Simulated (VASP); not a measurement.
Here is a VASP 6.6.1 calculation.

File INCAR:

```
SYSTEM = Be2C
PREC = Accurate
ENCUT = 600
EDIFF = 1E-6
ISMEAR = 0
SIGMA = 0.01
LREAL = .False.
LASPH = .True.
NELM = 120
ALGO = Normal
ISIF = 2
LWAVE = .False.
LCHARG = .False.
GGA = PS
NBANDS = 11
GGA_COMPAT = .False.
```

KPOINTS

```
regular mesh
0
Gamma
  10 10 10
  0 0 0
```

The input POSCAR:

```
Be2C
1.0
    2.1622986811      2.1622986811      0.0000000000
   -2.1622986811      2.1622986811      0.0000000000
    0.0000000000      2.1622986811      2.1622986811
Be C
2 1
Direct
    0.2500000000      0.7500000000      0.5000000000
    0.7500000000      0.2500000000      0.5000000000
    0.0000000000      0.0000000000      0.0000000000
```

Potentials or basis: VASP PAW PBE potentials, release 64 (Be, C).

The run is started by

```bash
$ cat potpaw_PBE.64/Be/POTCAR potpaw_PBE.64/C/POTCAR > POTCAR
$ mpirun -np 1 vasp_std > vasp.out
```

Q: What does it give for the pressure?

A: -1.4 GPa.

Q: Predict the band gap on the k mesh.

A: 1.06 eV, indirect (least direct gap 4.09 eV).

Caveat: the PAW data sets were made with another functional, which shifts forces and pressure a little. A k mesh can miss the band edges.
